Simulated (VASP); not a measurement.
Set up this calculation in VASP 6.6.1, as the native input.

```yaml
Task: single point
Functional: PBE
Potentials_or_basis: VASP PAW PBE potentials, release 64 (V_sv, Br)
Cutoff: 520 eV
k_mesh: 6 × 6 × 4
Occupations: gaussian, width 0.1 eV
Spin: collinear spin, ferromagnetic start
Starting_moments: "[2.0, 2.0, 0.0] μB"
Dipole_correction: no
Further_INCAR_settings: ALGO = Normal; EDIFF = 1e-07; NBANDS = 28
```

The structure of V2Br lies in POSCAR:

```
V2Br
1.0
    3.8168427255      0.0000000000      0.0000000000
   -1.9084213628      3.3054827626      0.0000000000
    0.0000000000      0.0000000000      4.1211757003
V Br
2 1
Direct
    0.3333333333      0.6666666667      0.5000000000
    0.6666666667      0.3333333333      0.5000000000
    0.0000000000      0.0000000000      0.0000000000
```

One way to write it, as run:

INCAR

```
SYSTEM = V2Br
ALGO = Normal ; EDIFF = 1E-7
ENCUT = 520 ; GGA = PE
ISIF = 2 ; ISMEAR = 0
ISPIN = 2 ; LASPH = .True.
LCHARG = .False. ; LMAXMIX = 4
LORBIT = 11 ; LREAL = .False.
LWAVE = .False. ; MAGMOM = 2 2 0
NBANDS = 28 ; NELM = 150
PREC = Accurate ; SIGMA = 0.1
```

KPOINTS

```
k-points
0
Gamma
  6 6 4
  0 0 0
```

Potentials or basis: VASP PAW PBE potentials, release 64 (V_sv, Br).

Run with:

```sh
$ cat potpaw_PBE.64/V_sv/POTCAR potpaw_PBE.64/Br/POTCAR > POTCAR
$ mpirun -np 1 vasp_std > vasp.out
```

Results of the run:

```
Pressure                                              : 5.2 GPa
Net moment                                            : 0.00 μB per cell
Valence electrons inside the program's atomic spheres : V 11.94; Br 4.78
```

Caveat: the k points lie up to 0.38 Å⁻¹ apart; the moments typed at the start vanished in this run.

It used 55 s of CPU time on 1 thread of Intel Xeon 8259CL, with other jobs on the host.
